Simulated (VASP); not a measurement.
# Co (P6_3/mmc) in VASP: single point with PBE

Aim: the single point of Co with PBE.

Everything below comes from runs of VASP 6.6.1. Logs are shortened: lines on timing, memory, paths and dates and some standing lists are left out, and cuts for length are marked.

## (1) The cell of the first run

It takes space group P6_3/mmc (No. 194, hexagonal). Conventional cell: a = 2.510 Å, b = 2.510 Å, c = 4.071 Å, α = 90.00°, β = 90.00°, γ = 120.00°. Within 3.3 Å of Co (site symmetry -6m2) lie 12 Co at 2.50 to 2.51 Å.

## (2) Single point, PBE, collinear spin, antiferromagnetic start

INCAR

```
SYSTEM = Co
PREC = Accurate
ENCUT = 520
EDIFF = 1E-7
ISMEAR = 0
SIGMA = 0.05
LREAL = .False.
LASPH = .True.
NELM = 150
ALGO = Normal
ISIF = 2
LWAVE = .False.
LCHARG = .False.
ISPIN = 2
MAGMOM = 1.5 -1.5
LORBIT = 11
LMAXMIX = 4
GGA = PE
NBANDS = 20
```

KPOINTS

```
regular mesh
0
Gamma
  16 16 8
  0 0 0
```

POSCAR

```
Co
1.0
    2.5100012721      0.0000000000      0.0000000000
   -1.2550006360      2.1737248651      0.0000000000
    0.0000000000      0.0000000000      4.0712220633
Co
2
Direct
    0.3333333333      0.6666666667      0.7500000000
    0.6666666667      0.3333333333      0.2500000000
```

Potentials or basis: VASP PAW PBE potentials, release 64 (Co).

Launch:

```bash
> cat potpaw_PBE.64/Co/POTCAR > POTCAR
> mpirun -np 1 vasp_std > vasp.out
```

OUTCAR:

```text
SYSTEM = Co
   PREC = Accurate
   ENCUT = 520
   EDIFF = 1E-7
   ISMEAR = 0
   LREAL = .False.
   LASPH = .True.
   NELM = 150
   ISIF = 2
   ISPIN = 2
   LORBIT = 11
   GGA = PE

 ion  position               nearest neighbor table
   1  0.333  0.667  0.750-   2 2.50   2 2.50   2 2.50   2 2.50   2 2.50   2 2.50
   2  0.667  0.333  0.250-   1 2.50   1 2.50   1 2.50   1 2.50   1 2.50   1 2.50

  LATTYP: Found a hexagonal cell.
 ALAT       =     2.5100012721
 C/A-ratio  =     1.6220000000

  Lattice vectors:

 A1 = (   2.5100012721,   0.0000000000,   0.0000000000)
 A2 = (  -1.2550006360,   2.1737248651,   0.0000000000)
 A3 = (   0.0000000000,   0.0000000000,   4.0712220633)

Analysis of symmetry for initial positions (statically):
=====================================================================
 Subroutine PRICEL returns:
 Original cell was already a primitive cell.

 Routine SETGRP: Setting up the symmetry group for a
 hexagonal supercell.

 Subroutine GETGRP returns: Found 24 space group operations
 (whereof 12 operations were pure point group operations)
 out of a pool of 24 trial point group operations.

The static configuration has the point symmetry D_3d.
 The point group associated with its full space group is D_6h.

Analysis of symmetry for dynamics (positions and initial velocities):
=====================================================================
 Subroutine PRICEL returns:
 Original cell was already a primitive cell.

 Routine SETGRP: Setting up the symmetry group for a
 hexagonal supercell.

 Subroutine GETGRP returns: Found 24 space group operations
 (whereof 12 operations were pure point group operations)
 out of a pool of 24 trial point group operations.

The dynamic configuration has the point symmetry D_3d.
 The point group associated with its full space group is D_6h.

Analysis of structural, dynamic, and magnetic symmetry:
=====================================================================
 Subroutine PRICEL returns:
 Original cell was already a primitive cell.

 Routine SETGRP: Setting up the symmetry group for a
 hexagonal supercell.

 Subroutine GETGRP returns: Found 24 space group operations
 (whereof 12 operations were pure point group operations)
 out of a pool of 24 trial point group operations.

The overall configuration has the point symmetry D_3d.
 The point group associated with its full space group is D_6h.

 Subroutine INISYM returns: Found 24 space group operations
 (whereof 12 operations are pure point group operations),
 and found     1 'primitive' translations

----------------------------------------------------------------------------------------

                                     Primitive cell

  volume of cell :      22.2128

  direct lattice vectors                    reciprocal lattice vectors
     2.510001272  0.000000000  0.000000000     0.398406173  0.230019911  0.000000000
    -1.255000636  2.173724865  0.000000000     0.000000000  0.460039822  0.000000000
     0.000000000  0.000000000  4.071222063     0.000000000  0.000000000  0.245626494

  length of vectors
     2.510001272  2.510001272  4.071222063     0.460039822  0.460039822  0.245626494

  position of ions in fractional coordinates (direct lattice)
     0.333333333  0.666666667  0.750000000
     0.666666667  0.333333333  0.250000000

  ion indices of the primitive-cell ions
   primitive index   ion index
                 1           1
                 2           2

----------------------------------------------------------------------------------------

 KPOINTS: regular mesh

Automatic generation of k-mesh.
 Grid dimensions read from file:
 generate k-points for:   16   16    8

 Generating k-lattice:

  Cartesian coordinates                     Fractional coordinates (reciprocal lattice)
     0.024900386  0.014376244  0.000000000     0.062500000  0.000000000  0.000000000
     0.000000000  0.028752489  0.000000000     0.000000000  0.062500000  0.000000000
     0.000000000  0.000000000  0.030703312     0.000000000  0.000000000  0.125000000

  Length of vectors
     0.028752489  0.028752489  0.030703312

  Shift w.r.t. Gamma in fractional coordinates (k-lattice)
     0.000000000  0.000000000  0.000000000

 Subroutine IBZKPT returns following result:
 ===========================================

 Found    150 irreducible k-points:

 Following reciprocal coordinates:
            Coordinates               Weight
  0.000000  0.000000  0.000000      1.000000
  0.062500 -0.000000  0.000000      6.000000
  0.125000 -0.000000  0.000000      6.000000
  0.187500 -0.000000  0.000000      6.000000
  0.250000 -0.000000  0.000000      6.000000
  0.312500 -0.000000  0.000000      6.000000
[... 16 lines left out ...]
  0.187500  0.187500  0.000000      6.000000
  0.250000  0.187500  0.000000     12.000000
 [... further k-points ...]
   k-points           NKPTS =    150   k-points in BZ     NKDIM =    150   number of bands    NBANDS=     20
   number of dos      NEDOS =    301   number of ions     NIONS =      2
   total plane-waves  NPLWV =  12000
   dimension x,y,z NGX =    20 NGY =   20 NGZ =   30
   dimension x,y,z NGXF=    40 NGYF=   40 NGZF=   60
   ions per type =               2
   NGX,Y,Z   is equivalent  to a cutoff of  13.25, 13.25, 12.25 a.u.
   NGXF,Y,Z  is equivalent  to a cutoff of  26.49, 26.49, 24.50 a.u.
 SYSTEM =  Co
   PREC   = accura    normal or accurate (medium, high low for compatibility)
   ISTART =      0    job   : 0-new  1-cont  2-samecut
   ICHARG =      2    charge: 1-file 2-atom 10-const
   ISPIN  =      2    spin polarized calculation?
   LNONCOLLINEAR =      F non collinear calculations
   LSORBIT =      F    spin-orbit coupling
   LASPH  =      T    aspherical Exc in radial PAW
   ENCUT  =  520.0 eV  38.22 Ry    6.18 a.u.   4.67  4.67  7.57*2*pi/ulx,y,z
   NELM   =    150;   NELMIN=  2; NELMDL= -5     # of ELM steps
   EDIFF  = 0.1E-06   stopping-criterion for ELM
   LREAL  =      F    real-space projection
   EDIFFG = 0.1E-05   stopping-criterion for IOM
   NSW    =      0    number of steps for IOM
   IBRION =     -1    ionic relax: 0-MD 1-quasi-New 2-CG
   NFREE  =      0    steps in history (QN), initial steepest desc. (CG)
   ISIF   =      2    stress and relaxation
   ISYM   =      2    0-nonsym 1-usesym 2-fastsym
   POTIM  = 0.5000    time-step for ionic-motion
   TEBEG  =    0.0;   TEEND  =   0.0 temperature during run
   PSTRESS=    0.0 pullay stress
   NELECT =      18.0000    total number of electrons
   NUPDOWN=      -1.0000    fix difference up-down
   EMIN   =  10.00;   EMAX   =-10.00  energy-range for DOS
   EFERMI =   0.00;   METHOD = LEGACY
   ISMEAR =     0;   SIGMA  =   0.05  broadening in eV -4-tet -1-fermi 0-gaus
   EFERMI_NEDOS =   21; number of points for ismear=-14 and -15
   IALGO  =     38    algorithm
   IMIX   =      4    mixing-type and parameters
     AMIX     =   0.40;   BMIX     =  1.00
     AMIX_MAG =   1.60;   BMIX_MAG =  1.00
  volume/ion in A,a.u.               =      11.11        74.95
  Fermi-wavevector in a.u.,A,eV,Ry     =   1.526270  2.884231 31.694753  2.329499
  Thomas-Fermi vector in A             =   2.634326
   LORBIT       =     11    0 simple, 1 ext, 2 COOP (PROOUT), +10 PAW based schemes
   GGA     = PE    functional components
   LHFCALC =     F    Hartree Fock is set to
   AEXX    =    0.0000 exact exchange contribution
   IVDW    =     0    specifies the selected vdW correction
   LEPSILON=     F    determine dielectric tensor
   LRPA    =     F    only Hartree local field effects (RPA)
 spin polarized calculation
 Gauss-broadening in eV      SIGMA  =   0.05
  energy-cutoff  :      520.00
  volume of cell :       22.21
 maximum number of plane-waves:       614
 NGX is ok and might be reduce to    20
   NGX =  9   NGY =  9   NGZ = 15

 number of electron      18.0000002 magnetization       0.0000000

 number of electron      18.0000002 magnetization      -0.0000000

 Free energy of the ion-electron system (eV)
  ---------------------------------------------------
  ext. energy  EPLUGINS =         0.00000000
  ---------------------------------------------------
  free energy    TOTEN  =       -13.58773623 eV

  energy without entropy =      -13.58196629  energy(sigma->0) =      -13.58485126

 E-fermi :   9.9309     XC(G=0): -13.2781

 val. band max:        9.9295002339   @ k =   0.3125   0.1875   0.1250
 cond. band min:       9.9340758781   @ k =   0.3750   0.0625   0.3750
 fundamental gap:      0.0045756442
 Fermi energy:         9.9308990703

 spin component 1

 k-point     1 :       0.0000    0.0000    0.0000
  band No.  band energies     occupation
      1       1.1469      1.00000
      2       5.3024      1.00000
      3       7.7712      1.00000
      4       7.7712      1.00000
      5       8.0996      1.00000
      6       8.5401      1.00000
[... 12 lines left out ...]
     19      35.6023      0.00000
     20      35.6023      0.00000
[... 507 lines left out ...]
 k-point    24 :       0.2500    0.1875    0.0000
  band No.  band energies     occupation
      1       5.1856      1.00000
      2       6.3573      1.00000
      3       6.4657      1.00000
      4       6.8597      1.00000
      5       7.6180      1.00000
      6       8.4327      1.00000
[... 12 lines left out ...]
     19      30.4150      0.00000
     20      38.1680      0.00000

 [... further k-points ...]

 spin component 2

 k-point     1 :       0.0000    0.0000    0.0000
  band No.  band energies     occupation
      1       1.1469      1.00000
      2       5.3024      1.00000
      3       7.7712      1.00000
      4       7.7712      1.00000
      5       8.0996      1.00000
      6       8.5401      1.00000
[... 12 lines left out ...]
     19      35.6023      0.00000
     20      35.6023      0.00000
[... 507 lines left out ...]
 k-point    24 :       0.2500    0.1875    0.0000
  band No.  band energies     occupation
      1       5.1856      1.00000
      2       6.3573      1.00000
      3       6.4657      1.00000
      4       6.8597      1.00000
      5       7.6180      1.00000
      6       8.4327      1.00000
[... 12 lines left out ...]
     19      30.4150      0.00000
     20      38.1680      0.00000

 [... further k-points ...]
[... 5 lines left out ...]
  --------------------------------------------------------------------------------------
  -------------------------------------------------------------------------------------
  Total       -1.4675806     -1.4675806     -1.1569282     -0.0000000     -0.0000000      0.0000000
  in kB     -105.8544789   -105.8544789    -83.4475645     -0.0000000     -0.0000000      0.0000000
  external PRESSURE =     -98.3855074 kB  Pullay stress =       0.0000000 kB

 VOLUME and BASIS-vectors are now :
 -----------------------------------------------------------------------------
  energy-cutoff  :      520.00
  volume of cell :       22.21
      direct lattice vectors                 reciprocal lattice vectors
     2.510001272  0.000000000  0.000000000     0.398406173  0.230019911  0.000000000
    -1.255000636  2.173724865  0.000000000     0.000000000  0.460039822  0.000000000
     0.000000000  0.000000000  4.071222063     0.000000000  0.000000000  0.245626494

 POSITION                                       TOTAL-FORCE (eV/Angst)
 -----------------------------------------------------------------------------------
     -0.00000      1.44915      3.05342         0.000000      0.000000      0.000000
      1.25500      0.72457      1.01781        -0.000000      0.000000      0.000000
 -----------------------------------------------------------------------------------
    total drift:                               -0.000000      0.000000     -0.000000

  FREE ENERGIE OF THE ION-ELECTRON SYSTEM (eV)
  ---------------------------------------------------
  free  energy   TOTEN  =       -13.5877362300 eV

  energy  without entropy=      -13.5819662888  energy(sigma->0) =      -13.58485126

 total charge

# of ion       s       p       d       tot
------------------------------------------
    1        0.475   0.500   7.251   8.227
    2        0.475   0.500   7.251   8.227
--------------------------------------------------
tot          0.950   1.001  14.503  16.454

 magnetization (x)

# of ion       s       p       d       tot
------------------------------------------
    1        0.001   0.007   1.102   1.110
    2       -0.001  -0.007  -1.102  -1.110
--------------------------------------------------
tot          0.000   0.000   0.000   0.000
```

It took 2.1 min on 1 thread of Intel Xeon Platinum 8259CL at 2.50GHz (Skylake/Cascade Lake), shared host; peak memory 0.21 GiB.

Results:

- Free energy: -13.5877 eV
- Pressure: -9.8 GPa
- Band gap on the k mesh: zero (filled and empty bands overlap)
- Net moment: 0.00 μB per cell
- Site moments: Co +1.11, -1.11 μB
- Valence electrons inside the program's atomic spheres: Co 8.23

Caveat: the cell stands under tension.
